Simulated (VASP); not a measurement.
A run of VASP 6.6.1:

File INCAR:

```
SYSTEM = ZrTi7C8
  PREC = Accurate
  ENCUT = 600
  EDIFF = 1E-7
  ISMEAR = 0
  SIGMA = 0.1
  LREAL = Auto
  LASPH = .True.
  NELM = 80
  ALGO = Normal
  ISIF = 3
  LWAVE = .False.
  LCHARG = .False.
  GGA = PS
  IBRION = 2
  NSW = 100
  EDIFFG = -0.005
```

Contents of KPOINTS:

```
Automatic mesh
0
Gamma
  8 8 8
  0 0 0
```

Contents of POSCAR:

```
ZrTi7C8
1.0
   -4.3473383814      4.3473383814      0.0000000000
   -4.3473383814      0.0000000000      4.3473383814
    0.0000000000      4.3473383814      4.3473383814
Zr Ti C
1 7 8
Direct
    0.0000000000      0.0000000000      0.0000000000
    0.5000000000      0.0000000000      0.0000000000
    0.0000000000      0.5000000000      0.0000000000
    0.0000000000      0.0000000000      0.5000000000
    0.5000000000      0.5000000000      0.0000000000
    0.5000000000      0.0000000000      0.5000000000
    0.0000000000      0.5000000000      0.5000000000
    0.5000000000      0.5000000000      0.5000000000
    0.7500000000      0.7500000000      0.7500000000
    0.2559280026      0.7440719974      0.7440719974
    0.7440719974      0.2559280026      0.7440719974
    0.7440719974      0.7440719974      0.2559280026
    0.2559280026      0.2559280026      0.7440719974
    0.2559280026      0.7440719974      0.2559280026
    0.7440719974      0.2559280026      0.2559280026
    0.2500000000      0.2500000000      0.2500000000
```

Potentials or basis: VASP PAW PBE potentials, release 64 (Zr_sv, Ti_sv, C).

The run is started by

```sh
$ cat potpaw_PBE.64/Zr_sv/POTCAR potpaw_PBE.64/Ti_sv/POTCAR potpaw_PBE.64/C/POTCAR > POTCAR
$ mpirun -np 1 vasp_std > vasp.out
```

Hardware: 1 thread of AMD EPYC 9R45 96-Core Processor (Zen 5), with other jobs on the host.

Question: Estimate the wall time of this run.

Answer: Wall time 53 min on 1 thread of AMD EPYC 9R45 96-Core Processor (Zen 5), with other jobs on the host, peak memory 0.53 GiB. Counts: scf iterations 75, k points 29, ion steps 7.
